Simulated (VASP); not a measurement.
# Os (P6_3/mmc) in VASP: a series of runs

The runs below take Os through single point, relaxation of cell and atoms, with LDA.

Program: VASP 6.6.1. These are calculated values, not measurements. Logs are shortened: lines on timing, memory, paths and dates and some standing lists are left out, and cuts for length are marked.

## Step 1: The cell of the first run

The structure is hexagonal, space group P6_3/mmc (No. 194). The conventional cell has a = 2.676 Å, b = 2.676 Å, c = 4.240 Å, α = 90.00°, β = 90.00°, γ = 120.00°. Os (site symmetry -6m2) has 12 Os at 2.62 to 2.68 Å within 3.5 Å.

## Step 2: Single point, LDA

Contents of INCAR:

```
PREC     = Accurate       # precision mode
ENCUT    = 520            # plane-wave cutoff, eV
EDIFF    = 1E-7           # SCF threshold, eV
ISMEAR   = -1             # smearing method
SIGMA    = 0.05           # smearing width, eV
LREAL    = False          # projectors in reciprocal space
LASPH    = True           # aspherical terms in the spheres
NELM     = 60             # most SCF steps
ALGO     = Normal         # electronic algorithm
ISIF     = 2              # what is computed and relaxed
LWAVE    = False          # write WAVECAR
LCHARG   = True           # write CHGCAR
LELF     = True           # ELF
LVHAR    = True         
NBANDS   = 15             # bands
```

Contents of KPOINTS:

```
Automatic mesh
0
Gamma
  9 9 5
```

Contents of POSCAR:

```
Os
1.0
    2.6755051945      0.0000000000      0.0000000000
   -1.3377525972      2.3170554664      0.0000000000
    0.0000000000      0.0000000000      4.2403634975
Os
2
Direct
    0.3333333333      0.6666666667      0.2500000000
    0.6666666667      0.3333333333      0.7500000000
```

Potentials or basis: VASP PAW LDA potentials, release 64 (Os).

Started as:

```bash
cat potpaw_LDA.64/Os/POTCAR > POTCAR
mpirun -np 1 vasp_std > vasp.out
```

OUTCAR:

```text
PREC = Accurate
   ENCUT = 520
   EDIFF = 1E-7
   ISMEAR = -1
   LREAL = False
   LASPH = True
   NELM = 60
   ISIF = 2

 ion  position               nearest neighbor table
   1  0.333  0.667  0.250-   2 2.62   2 2.62   2 2.62   2 2.62   2 2.62   2 2.62
   2  0.667  0.333  0.750-   1 2.62   1 2.62   1 2.62   1 2.62   1 2.62   1 2.62

  LATTYP: Found a hexagonal cell.
 ALAT       =     2.6755051945
 C/A-ratio  =     1.5848832984

  Lattice vectors:

 A1 = (   2.6755051945,   0.0000000000,   0.0000000000)
 A2 = (  -1.3377525972,   2.3170554664,   0.0000000000)
 A3 = (   0.0000000000,   0.0000000000,   4.2403634975)

Analysis of symmetry for initial positions (statically):
=====================================================================
 Subroutine PRICEL returns:
 Original cell was already a primitive cell.

 Routine SETGRP: Setting up the symmetry group for a
 hexagonal supercell.

 Subroutine GETGRP returns: Found 24 space group operations
 (whereof 12 operations were pure point group operations)
 out of a pool of 24 trial point group operations.

The static configuration has the point symmetry D_3d.
 The point group associated with its full space group is D_6h.

Analysis of symmetry for dynamics (positions and initial velocities):
=====================================================================
 Subroutine PRICEL returns:
 Original cell was already a primitive cell.

 Routine SETGRP: Setting up the symmetry group for a
 hexagonal supercell.

 Subroutine GETGRP returns: Found 24 space group operations
 (whereof 12 operations were pure point group operations)
 out of a pool of 24 trial point group operations.

The dynamic configuration has the point symmetry D_3d.
 The point group associated with its full space group is D_6h.

 Subroutine INISYM returns: Found 24 space group operations
 (whereof 12 operations are pure point group operations),
 and found     1 'primitive' translations

----------------------------------------------------------------------------------------

                                     Primitive cell

  volume of cell :      26.2873

  direct lattice vectors                    reciprocal lattice vectors
     2.675505194  0.000000000  0.000000000     0.373761188  0.215791122  0.000000000
    -1.337752597  2.317055466  0.000000000     0.000000000  0.431582245  0.000000000
     0.000000000  0.000000000  4.240363497     0.000000000  0.000000000  0.235828839

  length of vectors
     2.675505194  2.675505194  4.240363497     0.431582245  0.431582245  0.235828839

[... 85 lines left out ...]
   NFREE  =      0    steps in history (QN), initial steepest desc. (CG)
   ISIF   =      2    stress and relaxation
   ISYM   =      2    0-nonsym 1-usesym 2-fastsym
   POTIM  = 0.5000    time-step for ionic-motion
   TEBEG  =    0.0;   TEEND  =   0.0 temperature during run
   PSTRESS=    0.0 pullay stress
   NELECT =      16.0000    total number of electrons
   NUPDOWN=      -1.0000    fix difference up-down
   EMIN   =  10.00;   EMAX   =-10.00  energy-range for DOS
   EFERMI =   0.00;   METHOD = LEGACY
   ISMEAR =    -1;   SIGMA  =   0.05  broadening in eV -4-tet -1-fermi 0-gaus
   EFERMI_NEDOS =   21; number of points for ismear=-14 and -15
   IALGO  =     38    algorithm
   IMIX   =      4    mixing-type and parameters
     AMIX     =   0.40;   BMIX     =  1.00
     AMIX_MAG =   1.60;   BMIX_MAG =  1.00
  volume/ion in A,a.u.               =      13.14        88.70
  Fermi-wavevector in a.u.,A,eV,Ry     =   1.387394  2.621794 26.189328  1.924861
  Thomas-Fermi vector in A             =   2.511619
   LORBIT       =      0    0 simple, 1 ext, 2 COOP (PROOUT), +10 PAW based schemes
   GGA     = CA    functional components
   LHFCALC =     F    Hartree Fock is set to
   AEXX    =    0.0000 exact exchange contribution
   IVDW    =     0    specifies the selected vdW correction
   LEPSILON=     F    determine dielectric tensor
   LRPA    =     F    only Hartree local field effects (RPA)
 non-spin polarized calculation
  energy-cutoff  :      520.00
  volume of cell :       26.29
 maximum number of plane-waves:       719
 NGX is ok and might be reduce to    20
   NGX =  9   NGY =  9   NGZ = 15

 number of electron      16.0000001 magnetization

 Free energy of the ion-electron system (eV)
  ---------------------------------------------------
  ext. energy  EPLUGINS =         0.00000000
  ---------------------------------------------------
  free energy    TOTEN  =       -25.26251281 eV

  energy without entropy =      -25.25398103  energy(sigma->0) =      -25.25824692

 E-fermi :  10.6017     XC(G=0): -14.5321

 val. band max:       10.5848640490   @ k =   0.1111   0.1111   0.4000
 cond. band min:      10.6150240407   @ k =   0.2222  -0.0000   0.4000
 fundamental gap:      0.0301599917
 Fermi energy:        10.6016835640

 k-point     1 :       0.0000    0.0000    0.0000
  band No.  band energies     occupation
      1      -1.0542      2.00000
      2       1.9994      2.00000
      3       7.0127      2.00000
      4       7.0127      2.00000
      5       7.2601      2.00000
      6       7.9337      2.00000
      7       7.9337      2.00000
      8       8.7020      2.00000
      9       8.7020      2.00000
     10      10.5185      1.68160
     11      12.2333      0.00000
     12      12.2333      0.00000
     13      20.1926      0.00000
     14      24.4686      0.00000
[... 401 lines left out ...]
      2       4.4293      2.00000
      3       4.4293      2.00000
      4       5.4544      2.00000
      5       6.6687      2.00000
      6       6.6687      2.00000
      7       8.7768      2.00000
      8      11.2738      0.00000
      9      12.1284      0.00000
     10      12.1284      0.00000
     11      16.8162      0.00000
     12      16.8162      0.00000
     13      19.4589      0.00000
     14      24.1587      0.00000
     15      24.1587      0.00000

 [... further k-points ...]
[... 5 lines left out ...]
  --------------------------------------------------------------------------------------
  -------------------------------------------------------------------------------------
  Total        3.5496100      3.5496100      3.5256349      0.0000000     -0.0000000      0.0000000
  in kB      216.3445262    216.3445262    214.8832706      0.0000000     -0.0000000      0.0000000
  external PRESSURE =     215.8574410 kB  Pullay stress =       0.0000000 kB

 VOLUME and BASIS-vectors are now :
 -----------------------------------------------------------------------------
  energy-cutoff  :      520.00
  volume of cell :       26.29
      direct lattice vectors                 reciprocal lattice vectors
     2.675505194  0.000000000  0.000000000     0.373761188  0.215791122  0.000000000
    -1.337752597  2.317055466  0.000000000     0.000000000  0.431582245  0.000000000
     0.000000000  0.000000000  4.240363497     0.000000000  0.000000000  0.235828839

 POSITION                                       TOTAL-FORCE (eV/Angst)
 -----------------------------------------------------------------------------------
     -0.00000      1.54470      1.06009        -0.000000      0.000000      0.000000
      1.33775      0.77235      3.18027         0.000000     -0.000000      0.000000
 -----------------------------------------------------------------------------------
    total drift:                               -0.000000      0.000000     -0.000000

  FREE ENERGIE OF THE ION-ELECTRON SYSTEM (eV)
  ---------------------------------------------------
  free  energy   TOTEN  =       -25.2625128144 eV

  energy  without entropy=      -25.2539810288  energy(sigma->0) =      -25.25824692
```

OSZICAR:

```text
N       E                     dE             d eps       ncg     rms          rms(c)
DAV:   1     0.101531392269E+03    0.10153E+03   -0.75033E+03  1088   0.103E+03
DAV:   2    -0.223092506049E+02   -0.12384E+03   -0.10704E+03  1101   0.325E+02
DAV:   3    -0.267748064615E+02   -0.44656E+01   -0.43684E+01  1458   0.567E+01
DAV:   4    -0.268013131176E+02   -0.26507E-01   -0.26499E-01  1171   0.438E+00
DAV:   5    -0.268014350984E+02   -0.12198E-03   -0.12198E-03  1486   0.288E-01    0.374E+01
DAV:   6    -0.256270246243E+02    0.11744E+01   -0.88877E-01  1346   0.819E+00    0.173E+01
DAV:   7    -0.252729317070E+02    0.35409E+00   -0.62677E-01  1381   0.672E+00    0.101E+00
DAV:   8    -0.252669757952E+02    0.59559E-02   -0.69541E-03  1122   0.635E-01    0.718E-01
DAV:   9    -0.252625300168E+02    0.44458E-02   -0.38054E-03  1283   0.566E-01    0.407E-02
DAV:  10    -0.252625197037E+02    0.10313E-04   -0.98558E-05  1402   0.819E-02    0.147E-02
DAV:  11    -0.252625130426E+02    0.66611E-05   -0.27295E-06  1234   0.159E-02    0.471E-03
DAV:  12    -0.252625128149E+02    0.22772E-06   -0.11160E-07  1072   0.319E-03    0.149E-03
DAV:  13    -0.252625128144E+02    0.52580E-09   -0.10894E-08   687   0.107E-03
   1 F= -.25262513E+02 E0= -.25258247E+02  d E =-.853179E-02
```

stdout:

```text
POSCAR found type information on POSCAR Os
 POSCAR found :  1 types and       2 ions
 scaLAPACK will be used
 LDA part: xc-table for (Slater(with rela. corr.)+CA(PZ))
 , standard interpolation
 POSCAR, INCAR and KPOINTS ok, starting setup
 FFT: planning ... GRIDC
 FFT: planning ... GRID_SOFT
 FFT: planning ... GRID
 WAVECAR not read
 entering main loop
```

It took 22 s on 1 thread of AMD EPYC 7R13, shared host; peak memory 0.1 GiB.

Results:

* Free energy: -25.2625 eV
* Pressure: 21.6 GPa
* Band gap on the k mesh: zero (band 8 reaches 12.62 eV, above the bottom of band 9 at 8.38 eV)

Levels at points of the mesh, in eV from the Fermi level:
```csv
k point,band 5,band 6,band 7,band 8,band 9,band 10,band 11,band 12
"(0.00, 0.00, 0.00)",-3.34,-2.67,-2.67,-1.90,-1.90,-0.08,1.63,1.63
```

Caveat: spin-orbit coupling is left out, which moves the levels of the heavy elements.

[end of part 1 of 2]
